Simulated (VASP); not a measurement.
Wanted: the native input for a VASP 6.6.1 run.

```
Task                   : single point
Functional             : r2SCAN
Potentials or basis    : VASP PAW PBE potentials, release 64 (K_sv, F)
Cutoff                 : 520 eV
k mesh                 : 6 × 6 × 6
Occupations            : gaussian, width 0.01 eV
Spin                   : no spin polarisation
Dipole correction      : no
Further INCAR settings : ALGO = Normal; EDIFF = 1e-07; NBANDS = 15
```

Crystal: KF.

```
CELL_PARAMETERS angstrom
3.17887 0.00000 0.00000
0.00000 3.17887 0.00000
0.00000 0.00000 3.17887
ATOMIC_POSITIONS crystal
K 0.00000 0.00000 0.00000
F 0.50000 0.50000 0.50000
```

One way to write it, as run:

POSCAR

```
KF
1.0
    3.1788706642      0.0000000000      0.0000000000
    0.0000000000      3.1788706642      0.0000000000
    0.0000000000      0.0000000000      3.1788706642
K F
1 1
Direct
    0.0000000000      0.0000000000      0.0000000000
    0.5000000000      0.5000000000      0.5000000000
```

INCAR.step1

```
SYSTEM = KF
ALGO     = Normal         ! electronic algorithm
EDIFF    = 1E-4           ! SCF threshold, eV
ENCUT    = 520            ! plane-wave cutoff, eV
GGA      = PE             ! functional
ISMEAR   = 0              ! smearing method
LASPH    = .True.         ! aspherical terms in the spheres
LCHARG   = .False.        ! write CHGCAR
LREAL    = .False.        ! projectors in reciprocal space
LWAVE    = .True.         ! write WAVECAR
NBANDS   = 15             ! bands
NELM     = 80             ! most SCF steps
PREC     = Accurate       ! precision mode
SIGMA    = 0.01           ! smearing width, eV
```

INCAR.step2

```
SYSTEM = KF
ALGO     = Normal         ! electronic algorithm
EDIFF    = 1E-7           ! SCF threshold, eV
ENCUT    = 520            ! plane-wave cutoff, eV
ISIF     = 2              ! what is computed and relaxed
ISMEAR   = 0              ! smearing method
ISTART   = 1            
LASPH    = .True.         ! aspherical terms in the spheres
LCHARG   = .False.        ! write CHGCAR
LMIXTAU  = .True.       
LREAL    = .False.        ! projectors in reciprocal space
LWAVE    = .False.        ! write WAVECAR
METAGGA  = R2SCAN         ! meta-GGA
NBANDS   = 15             ! bands
NELM     = 80             ! most SCF steps
PREC     = Accurate       ! precision mode
SIGMA    = 0.01           ! smearing width, eV
```

KPOINTS

```
k-points
0
Gamma
  6 6 6
  0 0 0
```

Potentials or basis: VASP PAW PBE potentials, release 64 (K_sv, F).

Run with:

```sh
$ cat potpaw_PBE.64/K_sv/POTCAR potpaw_PBE.64/F/POTCAR > POTCAR
$ cp INCAR.step1 INCAR
$ mpirun -np 1 vasp_std > vasp.out
$ cp INCAR.step2 INCAR
$ mpirun -np 1 vasp_std > vasp.out
```

Results of the run:

```json
{"Pressure": "0.0 GPa", "Band gap on the k mesh": "7.73 eV (least direct gap 7.76 eV)"}
```

Caveat: the PAW data sets were made with another functional, which shifts forces and pressure a little.

Wall time 32 s on 1 thread of Intel Xeon 8259CL, on a shared host, peak memory 0.15 GiB.
